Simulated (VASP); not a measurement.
# Sr (P6/mmm) in VASP: further runs

Sr is run at these levels: RPBE; tasks: single point, relaxation of cell and atoms.

Everything below comes from runs of VASP 6.6.1. Logs are shortened: lines on timing, memory, paths and dates and some standing lists are left out, and cuts for length are marked.

## 1. The cell of the first run

Symmetry: P6/mmm, No. 191, hexagonal system. Conventional cell: a = 7.077 Å, b = 7.077 Å, c = 4.243 Å, α = 90.00°, β = 90.00°, γ = 120.00°. Within 5.6 Å of Sr (site symmetry 6/mmm) lie 14 Sr at 4.24 to 4.60 Å. Sr (site symmetry -6m2) has 11 Sr at 4.09 to 4.60 Å within 5.4 Å.

This isn't the form of Sr at room conditions, which is fcc.

## 2. Single point, RPBE (61.35 Å³/atom)

INCAR

```
ALGO = Normal
EDIFF = 1E-6
ENCUT = 520
GGA = RP
ISIF = 2
ISMEAR = -1
LASPH = T
LCHARG = F
LREAL = F
LWAVE = F
NBANDS = 22
NELM = 80
PREC = Accurate
SIGMA = 0.1
```

KPOINTS

```
k-points
0
Gamma
  7 7 10
```

POSCAR

```
Sr
1.0
    7.0773854649      0.0000000000      0.0000000000
   -3.5386927324      6.1291956049      0.0000000000
    0.0000000000      0.0000000000      4.2426160450
Sr
3
Direct
    0.0000000000      0.0000000000      0.0000000000
    0.3333333333      0.6666666667      0.5000000000
    0.6666666667      0.3333333333      0.5000000000
```

Potentials or basis: VASP PAW PBE potentials, release 64 (Sr_sv).

Run with:

```
> cat potpaw_PBE.64/Sr_sv/POTCAR > POTCAR
> mpirun -np 1 vasp_std > vasp.out
```

OUTCAR:

```text
EDIFF = 1E-6
   ENCUT = 520
   GGA = RP
   ISIF = 2
   ISMEAR = -1
   LASPH = T
   LREAL = F
   NELM = 80
   PREC = Accurate

 ion  position               nearest neighbor table
   1  0.000  0.000  0.000-   2 4.60   3 4.60   2 4.60   3 4.60   2 4.60   2 4.60   3 4.60   3 4.60
                             3 4.60   3 4.60   2 4.60   2 4.60
   2  0.333  0.667  0.500-   3 4.09   3 4.09   3 4.09   1 4.60   1 4.60   1 4.60   1 4.60   1 4.60
                             1 4.60
   3  0.667  0.333  0.500-   2 4.09   2 4.09   2 4.09   1 4.60   1 4.60   1 4.60   1 4.60   1 4.60
                             1 4.60

  LATTYP: Found a hexagonal cell.
 ALAT       =     7.0773854649
 C/A-ratio  =     0.5994609261

  Lattice vectors:

 A1 = (   7.0773854649,   0.0000000000,   0.0000000000)
 A2 = (  -3.5386927324,   6.1291956049,   0.0000000000)
 A3 = (   0.0000000000,   0.0000000000,   4.2426160450)

Analysis of symmetry for initial positions (statically):
=====================================================================
 Subroutine PRICEL returns:
 Original cell was already a primitive cell.

 Routine SETGRP: Setting up the symmetry group for a
 hexagonal supercell.

 Subroutine GETGRP returns: Found 24 space group operations
 (whereof 24 operations were pure point group operations)
 out of a pool of 24 trial point group operations.

The static configuration has the point symmetry D_6h.

Analysis of symmetry for dynamics (positions and initial velocities):
=====================================================================
 Subroutine PRICEL returns:
 Original cell was already a primitive cell.

 Routine SETGRP: Setting up the symmetry group for a
 hexagonal supercell.

 Subroutine GETGRP returns: Found 24 space group operations
 (whereof 24 operations were pure point group operations)
 out of a pool of 24 trial point group operations.

The dynamic configuration has the point symmetry D_6h.

 Subroutine INISYM returns: Found 24 space group operations
 (whereof 24 operations are pure point group operations),
 and found     1 'primitive' translations

----------------------------------------------------------------------------------------

                                     Primitive cell

  volume of cell :     184.0391

  direct lattice vectors                    reciprocal lattice vectors
     7.077385465  0.000000000  0.000000000     0.141295116  0.081576773  0.000000000
    -3.538692732  6.129195605  0.000000000     0.000000000  0.163153546  0.000000000
     0.000000000  0.000000000  4.242616045     0.000000000  0.000000000  0.235703629

  length of vectors
     7.077385465  7.077385465  4.242616045     0.163153546  0.163153546  0.235703629

  position of ions in fractional coordinates (direct lattice)
     0.000000000  0.000000000  0.000000000
     0.333333333  0.666666667  0.500000000
     0.666666667  0.333333333  0.500000000

  ion indices of the primitive-cell ions
   primitive index   ion index
                 1           1
                 2           2
                 3           3

----------------------------------------------------------------------------------------

 KPOINTS: k-points

Automatic generation of k-mesh.
 Grid dimensions read from file:
 generate k-points for:    7    7   10

 Generating k-lattice:

  Cartesian coordinates                     Fractional coordinates (reciprocal lattice)
     0.020185017  0.011653825  0.000000000     0.142857143  0.000000000  0.000000000
     0.000000000  0.023307649  0.000000000     0.000000000  0.142857143  0.000000000
     0.000000000  0.000000000  0.023570363     0.000000000  0.000000000  0.100000000

  Length of vectors
     0.023307649  0.023307649  0.023570363

  Shift w.r.t. Gamma in fractional coordinates (k-lattice)
     0.000000000  0.000000000  0.000000000

 Subroutine IBZKPT returns following result:
 ===========================================

 Found     48 irreducible k-points:

 Following reciprocal coordinates:
            Coordinates               Weight
  0.000000  0.000000  0.000000      1.000000
  0.142857 -0.000000  0.000000      6.000000
  0.285714 -0.000000  0.000000      6.000000
  0.428571 -0.000000  0.000000      6.000000
  0.142857  0.142857  0.000000      6.000000
  0.285714  0.142857  0.000000     12.000000
[... 16 lines left out ...]
  0.428571  0.142857  0.200000     12.000000
  0.285714  0.285714  0.200000     12.000000
 [... further k-points ...]
   k-points           NKPTS =     48   k-points in BZ     NKDIM =     48   number of bands    NBANDS=     22
   number of dos      NEDOS =    301   number of ions     NIONS =      3
   total plane-waves  NPLWV =  93312
   dimension x,y,z NGX =    54 NGY =   54 NGZ =   32
   dimension x,y,z NGXF=   108 NGYF=  108 NGZF=   64
   ions per type =               3
   NGX,Y,Z   is equivalent  to a cutoff of  12.68, 12.68, 12.54 a.u.
   NGXF,Y,Z  is equivalent  to a cutoff of  25.37, 25.37, 25.08 a.u.
 SYSTEM =  unknown system
   PREC   = accura    normal or accurate (medium, high low for compatibility)
   ISTART =      0    job   : 0-new  1-cont  2-samecut
   ICHARG =      2    charge: 1-file 2-atom 10-const
   ISPIN  =      1    spin polarized calculation?
   LNONCOLLINEAR =      F non collinear calculations
   LSORBIT =      F    spin-orbit coupling
   LASPH  =      T    aspherical Exc in radial PAW
   ENCUT  =  520.0 eV  38.22 Ry    6.18 a.u.  13.16 13.16  7.89*2*pi/ulx,y,z
   NELM   =     80;   NELMIN=  2; NELMDL= -5     # of ELM steps
   EDIFF  = 0.1E-05   stopping-criterion for ELM
   LREAL  =      F    real-space projection
   EDIFFG = 0.1E-04   stopping-criterion for IOM
   NSW    =      0    number of steps for IOM
   IBRION =     -1    ionic relax: 0-MD 1-quasi-New 2-CG
   NFREE  =      0    steps in history (QN), initial steepest desc. (CG)
   ISIF   =      2    stress and relaxation
   ISYM   =      2    0-nonsym 1-usesym 2-fastsym
   POTIM  = 0.5000    time-step for ionic-motion
   TEBEG  =    0.0;   TEEND  =   0.0 temperature during run
   PSTRESS=    0.0 pullay stress
   NELECT =      30.0000    total number of electrons
   NUPDOWN=      -1.0000    fix difference up-down
   EMIN   =  10.00;   EMAX   =-10.00  energy-range for DOS
   EFERMI =   0.00;   METHOD = LEGACY
   ISMEAR =    -1;   SIGMA  =   0.10  broadening in eV -4-tet -1-fermi 0-gaus
   EFERMI_NEDOS =   21; number of points for ismear=-14 and -15
   IALGO  =     38    algorithm
   IMIX   =      4    mixing-type and parameters
     AMIX     =   0.40;   BMIX     =  1.00
     AMIX_MAG =   1.60;   BMIX_MAG =  1.00
  volume/ion in A,a.u.               =      61.35       413.99
  Fermi-wavevector in a.u.,A,eV,Ry     =   0.894290  1.689964 10.881331  0.799755
  Thomas-Fermi vector in A             =   2.016477
   LORBIT       =      0    0 simple, 1 ext, 2 COOP (PROOUT), +10 PAW based schemes
   GGA     = RP    functional components
   LHFCALC =     F    Hartree Fock is set to
   AEXX    =    0.0000 exact exchange contribution
   IVDW    =     0    specifies the selected vdW correction
   LEPSILON=     F    determine dielectric tensor
   LRPA    =     F    only Hartree local field effects (RPA)
 non-spin polarized calculation
  energy-cutoff  :      520.00
  volume of cell :      184.04
 maximum number of plane-waves:      4982
 NGX is ok and might be reduce to    54
   NGX = 27   NGY = 27   NGZ = 15

 number of electron      30.0000000 magnetization

 Free energy of the ion-electron system (eV)
  ---------------------------------------------------
  ext. energy  EPLUGINS =         0.00000000
  ---------------------------------------------------
  free energy    TOTEN  =        -4.31105050 eV

  energy without entropy =       -4.14407103  energy(sigma->0) =       -4.22756077

 E-fermi :   1.3107     XC(G=0):  -6.9177

 val. band max:        1.2937328537   @ k =   0.2857   0.2857   0.5000
 cond. band min:       1.3119076429   @ k =   0.4286  -0.0000   0.5000
 fundamental gap:      0.0181747892
 Fermi energy:         1.3106561518

 k-point     1 :       0.0000    0.0000    0.0000
  band No.  band energies     occupation
      1     -35.6032      2.00000
      2     -35.5910      2.00000
      3     -35.5217      2.00000
      4     -17.6246      2.00000
      5     -17.6246      2.00000
      6     -17.5397      2.00000
[... 14 lines left out ...]
     21       3.8936      0.00000
     22       3.8936      0.00000

 k-point     2 :       0.1429   -0.0000    0.0000
  band No.  band energies     occupation
      1     -35.6027      2.00000
      2     -35.5915      2.00000
      3     -35.5217      2.00000
      4     -17.6282      2.00000
      5     -17.6228      2.00000
      6     -17.5368      2.00000
[... 14 lines left out ...]
     21       3.7158      0.00000
     22       3.9841      0.00000

 k-point     3 :       0.2857   -0.0000    0.0000
  band No.  band energies     occupation
      1     -35.6012      2.00000
      2     -35.5929      2.00000
      3     -35.5218      2.00000
      4     -17.6353      2.00000
      5     -17.6149      2.00000
      6     -17.5373      2.00000
[... 14 lines left out ...]
     21       3.2912      0.00000
     22       3.9560      0.00000

 k-point     4 :       0.4286   -0.0000    0.0000
  band No.  band energies     occupation
      1     -35.5994      2.00000
      2     -35.5947      2.00000
      3     -35.5218      2.00000
      4     -17.6403      2.00000
      5     -17.6021      2.00000
      6     -17.5496      2.00000
[... 14 lines left out ...]
     21       3.0479      0.00000
     22       3.8559      0.00000

 k-point     5 :       0.1429    0.1429    0.0000
  band No.  band energies     occupation
      1     -35.6017      2.00000
      2     -35.5925      2.00000
      3     -35.5218      2.00000
      4     -17.6326      2.00000
      5     -17.6186      2.00000
      6     -17.5366      2.00000
[... 417 lines left out ...]
 k-point    22 :       0.2857    0.1429    0.2000
  band No.  band energies     occupation
      1     -35.5983      2.00000
      2     -35.5925      2.00000
      3     -35.5201      2.00000
      4     -17.6322      2.00000
      5     -17.6022      2.00000
      6     -17.5558      2.00000
[... 14 lines left out ...]
     21       3.1512      0.00000
     22       3.3246      0.00000

 k-point    23 :       0.4286    0.1429    0.2000
  band No.  band energies     occupation
      1     -35.5970      2.00000
      2     -35.5938      2.00000
      3     -35.5202      2.00000
      4     -17.6341      2.00000
      5     -17.5936      2.00000
      6     -17.5585      2.00000
[... 14 lines left out ...]
     21       3.1040      0.00000
     22       3.3643      0.00000

 k-point    24 :       0.2857    0.2857    0.2000
  band No.  band energies     occupation
      1     -35.5965      2.00000
      2     -35.5943      2.00000
      3     -35.5202      2.00000
      4     -17.6341      2.00000
      5     -17.5876      2.00000
      6     -17.5648      2.00000
[... 14 lines left out ...]
     21       2.9820      0.00000
     22       3.5014      0.00000

 [... further k-points ...]

------------------------ aborting loop because EDIFF is reached ----------------------------------------

  FORCE on cell =-STRESS in cart. coord.  units (eV):
  Direction    XX          YY          ZZ          XY          YZ          ZX
  --------------------------------------------------------------------------------------
  -------------------------------------------------------------------------------------
  Total       -0.4142899     -0.4142899     -0.3968664     -0.0000000     -0.0000000     -0.0000000
  in kB       -3.6066568     -3.6066568     -3.4549747     -0.0000000     -0.0000000     -0.0000000
  external PRESSURE =      -3.5560961 kB  Pullay stress =       0.0000000 kB

 VOLUME and BASIS-vectors are now :
 -----------------------------------------------------------------------------
  energy-cutoff  :      520.00
  volume of cell :      184.04
      direct lattice vectors                 reciprocal lattice vectors
     7.077385465  0.000000000  0.000000000     0.141295116  0.081576773  0.000000000
    -3.538692732  6.129195605  0.000000000     0.000000000  0.163153546  0.000000000
     0.000000000  0.000000000  4.242616045     0.000000000  0.000000000  0.235703629

 POSITION                                       TOTAL-FORCE (eV/Angst)
 -----------------------------------------------------------------------------------
      0.00000      0.00000      0.00000        -0.000000     -0.000000      0.000000
     -0.00000      4.08613      2.12131         0.000000      0.000000      0.000000
      3.53869      2.04307      2.12131        -0.000000      0.000000     -0.000000
 -----------------------------------------------------------------------------------
    total drift:                                0.000000      0.000000      0.000000

  FREE ENERGIE OF THE ION-ELECTRON SYSTEM (eV)
  ---------------------------------------------------
  free  energy   TOTEN  =        -4.3110505023 eV

  energy  without entropy=       -4.1440710300  energy(sigma->0) =       -4.22756077
```

Wall time 2.1 min (1 thread of Intel Xeon Platinum 8375C at 2.90GHz (Ice Lake), shared host); peak memory 0.37 GiB.

Results:

* Free energy: -4.3111 eV
* Pressure: -0.4 GPa
* Band gap on the k mesh: zero (bands 15 and 16 overlap by 0.26 eV)

Caveat: the PAW data sets were made with another functional, which shifts forces and pressure a little.

(Continued in part 2 of 3.)
